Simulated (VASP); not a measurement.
# AlNi (P4/mmm) in VASP: a series of runs

The runs below take AlNi through single point, with PBEsol.

Program: VASP 6.6.1. These are calculated values, not measurements. Logs are shortened: lines on timing, memory, paths and dates and some standing lists are left out, and cuts for length are marked.

**1. The cell of the first run**

Symmetry: P4/mmm, No. 123, tetragonal system. The conventional cell has a = 2.962 Å, b = 2.962 Å, c = 2.725 Å, α = 90.00°, β = 90.00°, γ = 90.00°. Within 3.3 Å of Al (site symmetry 4/mmm) lie 8 Ni at 2.50 Å and 6 Al at 2.73 to 2.96 Å. Ni (site symmetry 4/mmm) has 8 Al at 2.50 Å and 6 Ni at 2.73 to 2.96 Å within 3.3 Å.

**2. Single point, PBEsol**

INCAR reads:

```
SYSTEM = AlNi
PREC = Accurate
ENCUT = 520
EDIFF = 1E-7
ISMEAR = 0
SIGMA = 0.15
LREAL = .FALSE.
LASPH = .TRUE.
NELM = 60
ALGO = Fast
ISIF = 2
LWAVE = .FALSE.
LCHARG = .FALSE.
GGA = PS
NBANDS = 14
```

KPOINTS reads:

```
regular mesh
0
G
  18 18 18
  0 0 0
```

POSCAR reads:

```
AlNi
1.0
    2.9621973051      0.0000000000      0.0000000000
    0.0000000000      2.9621973051      0.0000000000
    0.0000000000      0.0000000000      2.7252215207
Al Ni
1 1
Direct
    0.0000000000      0.0000000000      0.0000000000
    0.5000000000      0.5000000000      0.5000000000
```

Potentials or basis: VASP PAW PBE potentials, release 64 (Al, Ni).

Started as:

```sh
> cat potpaw_PBE.64/Al/POTCAR potpaw_PBE.64/Ni/POTCAR > POTCAR
> mpirun -np 1 vasp_std > vasp.out
```

OUTCAR:

```text
SYSTEM = AlNi
   PREC = Accurate
   ENCUT = 520
   EDIFF = 1E-7
   ISMEAR = 0
   LREAL = .FALSE.
   LASPH = .TRUE.
   NELM = 60
   ISIF = 2
   GGA = PS

 ion  position               nearest neighbor table
   1  0.000  0.000  0.000-   2 2.50   2 2.50   2 2.50   2 2.50   2 2.50   2 2.50   2 2.50   2 2.50

   2  0.500  0.500  0.500-   1 2.50   1 2.50   1 2.50   1 2.50   1 2.50   1 2.50   1 2.50   1 2.50

  LATTYP: Found a simple tetragonal cell.
 ALAT       =     2.9621973051
 C/A-ratio  =     0.9200000000

  Lattice vectors:

 A1 = (   2.9621973051,   0.0000000000,   0.0000000000)
 A2 = (   0.0000000000,   2.9621973051,   0.0000000000)
 A3 = (   0.0000000000,   0.0000000000,   2.7252215207)

Analysis of symmetry for initial positions (statically):
=====================================================================
 Subroutine PRICEL returns:
 Original cell was already a primitive cell.

 Routine SETGRP: Setting up the symmetry group for a
 simple tetragonal supercell.

 Subroutine GETGRP returns: Found 16 space group operations
 (whereof 16 operations were pure point group operations)
 out of a pool of 16 trial point group operations.

The static configuration has the point symmetry D_4h.

Analysis of symmetry for dynamics (positions and initial velocities):
=====================================================================
 Subroutine PRICEL returns:
 Original cell was already a primitive cell.

 Routine SETGRP: Setting up the symmetry group for a
 simple tetragonal supercell.

 Subroutine GETGRP returns: Found 16 space group operations
 (whereof 16 operations were pure point group operations)
 out of a pool of 16 trial point group operations.

The dynamic configuration has the point symmetry D_4h.

 Subroutine INISYM returns: Found 16 space group operations
 (whereof 16 operations are pure point group operations),
 and found     1 'primitive' translations

----------------------------------------------------------------------------------------

                                     Primitive cell

  volume of cell :      23.9128

  direct lattice vectors                    reciprocal lattice vectors
     2.962197305  0.000000000  0.000000000     0.337587236  0.000000000  0.000000000
     0.000000000  2.962197305  0.000000000     0.000000000  0.337587236  0.000000000
     0.000000000  0.000000000  2.725221521     0.000000000  0.000000000  0.366942648

  length of vectors
     2.962197305  2.962197305  2.725221521     0.337587236  0.337587236  0.366942648

  position of ions in fractional coordinates (direct lattice)
     0.000000000  0.000000000  0.000000000
     0.500000000  0.500000000  0.500000000

  ion indices of the primitive-cell ions
   primitive index   ion index
                 1           1
                 2           2

----------------------------------------------------------------------------------------

 KPOINTS: regular mesh

Automatic generation of k-mesh.
 Grid dimensions read from file:
 generate k-points for:   18   18   18

 Generating k-lattice:

  Cartesian coordinates                     Fractional coordinates (reciprocal lattice)
     0.018754846  0.000000000  0.000000000     0.055555556  0.000000000  0.000000000
     0.000000000  0.018754846  0.000000000     0.000000000  0.055555556  0.000000000
     0.000000000  0.000000000  0.020385703     0.000000000  0.000000000  0.055555556

  Length of vectors
     0.018754846  0.018754846  0.020385703

  Shift w.r.t. Gamma in fractional coordinates (k-lattice)
     0.000000000  0.000000000  0.000000000

 Subroutine IBZKPT returns following result:
 ===========================================

 Found    550 irreducible k-points:

 Following reciprocal coordinates:
            Coordinates               Weight
  0.000000  0.000000  0.000000      1.000000
  0.055556  0.000000  0.000000      4.000000
  0.111111  0.000000  0.000000      4.000000
  0.166667  0.000000  0.000000      4.000000
  0.222222  0.000000  0.000000      4.000000
  0.277778  0.000000  0.000000      4.000000
[... 16 lines left out ...]
  0.277778  0.111111  0.000000      8.000000
  0.333333  0.111111  0.000000      8.000000
 [... further k-points ...]
   k-points           NKPTS =    550   k-points in BZ     NKDIM =    550   number of bands    NBANDS=     14
   number of dos      NEDOS =    301   number of ions     NIONS =      2
   total plane-waves  NPLWV =  11520
   dimension x,y,z NGX =    24 NGY =   24 NGZ =   20
   dimension x,y,z NGXF=    48 NGYF=   48 NGZF=   40
   ions per type =               1   1
   NGX,Y,Z   is equivalent  to a cutoff of  13.47, 13.47, 12.20 a.u.
   NGXF,Y,Z  is equivalent  to a cutoff of  26.94, 26.94, 24.40 a.u.
 SYSTEM =  AlNi
   PREC   = accura    normal or accurate (medium, high low for compatibility)
   ISTART =      0    job   : 0-new  1-cont  2-samecut
   ICHARG =      2    charge: 1-file 2-atom 10-const
   ISPIN  =      1    spin polarized calculation?
   LNONCOLLINEAR =      F non collinear calculations
   LSORBIT =      F    spin-orbit coupling
   LASPH  =      T    aspherical Exc in radial PAW
   ENCUT  =  520.0 eV  38.22 Ry    6.18 a.u.   5.51  5.51  5.07*2*pi/ulx,y,z
   NELM   =     60;   NELMIN=  2; NELMDL= -5     # of ELM steps
   EDIFF  = 0.1E-06   stopping-criterion for ELM
   LREAL  =      F    real-space projection
   EDIFFG = 0.1E-05   stopping-criterion for IOM
   NSW    =      0    number of steps for IOM
   IBRION =     -1    ionic relax: 0-MD 1-quasi-New 2-CG
   NFREE  =      0    steps in history (QN), initial steepest desc. (CG)
   ISIF   =      2    stress and relaxation
   ISYM   =      2    0-nonsym 1-usesym 2-fastsym
   POTIM  = 0.5000    time-step for ionic-motion
   TEBEG  =    0.0;   TEEND  =   0.0 temperature during run
   PSTRESS=    0.0 pullay stress
   NELECT =      13.0000    total number of electrons
   NUPDOWN=      -1.0000    fix difference up-down
   EMIN   =  10.00;   EMAX   =-10.00  energy-range for DOS
   EFERMI =   0.00;   METHOD = LEGACY
   ISMEAR =     0;   SIGMA  =   0.15  broadening in eV -4-tet -1-fermi 0-gaus
   EFERMI_NEDOS =   21; number of points for ismear=-14 and -15
   IALGO  =     68    algorithm
   IMIX   =      4    mixing-type and parameters
     AMIX     =   0.40;   BMIX     =  1.00
     AMIX_MAG =   1.60;   BMIX_MAG =  1.00
  volume/ion in A,a.u.               =      11.96        80.69
  Fermi-wavevector in a.u.,A,eV,Ry     =   1.336122  2.524904 24.289410  1.785221
  Thomas-Fermi vector in A             =   2.464773
   LORBIT       =      0    0 simple, 1 ext, 2 COOP (PROOUT), +10 PAW based schemes
   GGA     = PS    functional components
   LHFCALC =     F    Hartree Fock is set to
   AEXX    =    0.0000 exact exchange contribution
   IVDW    =     0    specifies the selected vdW correction
   LEPSILON=     F    determine dielectric tensor
   LRPA    =     F    only Hartree local field effects (RPA)
 non-spin polarized calculation
 RMM-DIIS sequential band-by-band and
 Gauss-broadening in eV      SIGMA  =   0.15
  energy-cutoff  :      520.00
  volume of cell :       23.91
 maximum number of plane-waves:       666
 NGX is ok and might be reduce to    24

 number of electron      12.9999999 magnetization

 Free energy of the ion-electron system (eV)
  ---------------------------------------------------
  ext. energy  EPLUGINS =         0.00000000
  ---------------------------------------------------
  free energy    TOTEN  =       -11.55512532 eV

  energy without entropy =      -11.54538517  energy(sigma->0) =      -11.55025525

 E-fermi :   9.9074     XC(G=0): -12.1657

 val. band max:        9.9046479690   @ k =   0.2778   0.2222   0.4444
 cond. band min:       9.9103899225   @ k =   0.0556   0.0000   0.3889
 fundamental gap:      0.0057419535
 Fermi energy:         9.9074202189

 k-point     1 :       0.0000    0.0000    0.0000
  band No.  band energies     occupation
      1      -1.2394      2.00000
      2       6.6264      2.00000
      3       6.6560      2.00000
      4       8.1996      2.00000
      5       8.4497      2.00000
      6       8.4497      2.00000
      7      14.4240      0.00000
      8      14.4240      0.00000
      9      17.5033      0.00000
     10      17.6888      0.00000
     11      18.0371      0.00000
     12      23.9857      0.00000
     13      29.5367      0.00000
     14      31.5976      0.00000

 k-point     2 :       0.0556    0.0000    0.0000
  band No.  band energies     occupation
      1      -1.1856      2.00000
      2       6.6208      2.00000
      3       6.6634      2.00000
      4       8.1735      2.00000
      5       8.4333      2.00000
      6       8.4517      2.00000
      7      13.8881      0.00000
      8      14.4998      0.00000
      9      17.5687      0.00000
     10      17.8575      0.00000
     11      18.4224      0.00000
     12      24.1032      0.00000
     13      28.7758      0.00000
     14      31.0337      0.00000

 k-point     3 :       0.1111    0.0000    0.0000
  band No.  band energies     occupation
      1      -1.0245      2.00000
      2       6.5849      2.00000
      3       6.6945      2.00000
      4       8.1005      2.00000
      5       8.3868      2.00000
      6       8.4574      2.00000
      7      12.8189      0.00000
      8      14.7219      0.00000
      9      17.7623      0.00000
     10      17.8998      0.00000
     11      19.4821      0.00000
     12      24.4820      0.00000
     13      27.4713      0.00000
     14      29.8933      0.00000
[... 324 lines left out ...]
 k-point    23 :       0.2778    0.1111    0.0000
  band No.  band energies     occupation
      1       0.2877      2.00000
      2       5.9805      2.00000
      3       6.8670      2.00000
      4       7.6326      2.00000
      5       8.1594      2.00000
      6       8.4302      2.00000
      7      10.0908      0.08376
      8      14.2624      0.00000
      9      19.2153      0.00000
     10      19.2786      0.00000
     11      22.1154      0.00000
     12      22.9682      0.00000
     13      26.3345      0.00000
     14      27.8889      0.00000

 k-point    24 :       0.3333    0.1111    0.0000
  band No.  band energies     occupation
      1       0.8474      2.00000
      2       5.4002      2.00000
      3       6.9461      2.00000
      4       7.5500      2.00000
      5       8.0829      2.00000
      6       8.4417      2.00000
      7       9.5501      1.99924
      8      14.8000      0.00000
      9      18.8921      0.00000
     10      19.8944      0.00000
     11      21.5235      0.00000
     12      23.6451      0.00000
     13      25.2123      0.00000
     14      27.7086      0.00000

 [... further k-points ...]

------------------------ aborting loop because EDIFF is reached ----------------------------------------

  FORCE on cell =-STRESS in cart. coord.  units (eV):
  Direction    XX          YY          ZZ          XY          YZ          ZX
  --------------------------------------------------------------------------------------
  -------------------------------------------------------------------------------------
  Total       -0.8141315     -0.8141315      0.4229914      0.0000000      0.0000000      0.0000000
  in kB      -54.5475664    -54.5475664     28.3408147      0.0000000      0.0000000      0.0000000
  external PRESSURE =     -26.9181061 kB  Pullay stress =       0.0000000 kB

 VOLUME and BASIS-vectors are now :
 -----------------------------------------------------------------------------
  energy-cutoff  :      520.00
  volume of cell :       23.91
      direct lattice vectors                 reciprocal lattice vectors
     2.962197305  0.000000000  0.000000000     0.337587236  0.000000000  0.000000000
     0.000000000  2.962197305  0.000000000     0.000000000  0.337587236  0.000000000
     0.000000000  0.000000000  2.725221521     0.000000000  0.000000000  0.366942648

 POSITION                                       TOTAL-FORCE (eV/Angst)
 -----------------------------------------------------------------------------------
      0.00000      0.00000      0.00000         0.000000      0.000000      0.000000
      1.48110      1.48110      1.36261         0.000000      0.000000      0.000000
 -----------------------------------------------------------------------------------
    total drift:                                0.000000     -0.000000     -0.000000

  FREE ENERGIE OF THE ION-ELECTRON SYSTEM (eV)
  ---------------------------------------------------
  free  energy   TOTEN  =       -11.5551253216 eV

  energy  without entropy=      -11.5453851695  energy(sigma->0) =      -11.55025525
```

Run time: 3.1 min. Hardware: 1 thread of Intel Xeon 8259CL, shared host; peak memory 0.3 GiB.

What came out:

```
Free energy            : -11.5551 eV
Pressure               : -2.7 GPa
Band gap on the k mesh : zero (an odd number of electrons rules out a gap without spin polarisation)
```

Stress tensor (GPa, compression positive):
```
-5.45  0.00  0.00
 0.00 -5.45  0.00
 0.00  0.00  2.83
```

Caveat: the PAW data sets were made with another functional, which shifts forces and pressure a little. Spin polarisation is off, so any magnetic state and its effect on volume and gap are missing.

**3. Single point, PBEsol**

This run uses another cell than the first one, of the same volume but with other edges.

INCAR reads:

```
SYSTEM = AlNi
  ALGO = Fast
  EDIFF = 1E-7
  ENCUT = 520
  GGA = PS
  ISIF = 2
  ISMEAR = 0
  LASPH = .True.
  LCHARG = .False.
  LREAL = .False.
  LWAVE = .False.
  NBANDS = 14
  NELM = 80
  PREC = Accurate
  SIGMA = 0.15
```

KPOINTS reads:

```
k-points
0
Gamma
  18 18 18
  0 0 0
```

POSCAR reads:

```
AlNi
1.0
    2.9204706582      0.0000000000      0.0000000000
    0.0000000000      2.9204706582      0.0000000000
    0.0000000000      0.0000000000      2.8036518319
Al Ni
1 1
Direct
    0.0000000000      0.0000000000      0.0000000000
    0.5000000000      0.5000000000      0.5000000000
```

Potentials or basis: VASP PAW PBE potentials, release 64 (Al, Ni).

Started as:

```sh
> cat potpaw_PBE.64/Al/POTCAR potpaw_PBE.64/Ni/POTCAR > POTCAR
> mpirun -np 1 vasp_std > vasp.out
```

Wall time 3.4 min (1 thread of Intel Xeon 8259CL, shared host); peak memory 0.3 GiB.

The run converged. Its results:

| Property | Result |
| --- | --- |
| Free energy | -11.5800 eV |
| Pressure | -3.1 GPa |
| Band gap on the k mesh | zero (an odd number of electrons rules out a gap without spin polarisation) |

Stress tensor (GPa, compression positive):
```
-4.25  0.00  0.00
 0.00 -4.25  0.00
 0.00  0.00 -0.66
```

Levels at points of the mesh, in eV from the Fermi level:
```csv
k point,band 5,band 6,band 7,band 8,band 9,band 10
"(0.00, 0.00, 0.00)",-1.50,-1.50,5.01,5.01,6.50,7.98
"(0.50, 0.00, 0.00)",-2.09,-1.42,-0.75,8.25,9.48,10.37
"(0.50, 0.50, 0.00)",-1.96,-1.96,-1.07,1.20,2.25,12.98
"(0.00, 0.00, 0.50)",-2.32,-1.51,-0.45,8.31,9.65,9.65
"(0.50, 0.00, 0.50)",-2.15,-2.11,-0.99,1.61,2.62,11.97
"(0.50, 0.50, 0.50)",-0.94,1.96,1.96,2.04,3.73,4.18
```

Caveat: the cell stands under tension; the PAW data sets were made with another functional, which shifts forces and pressure a little. Spin polarisation is off, so any magnetic state and its effect on volume and gap are missing.

(Continued in part 2 of 2.)
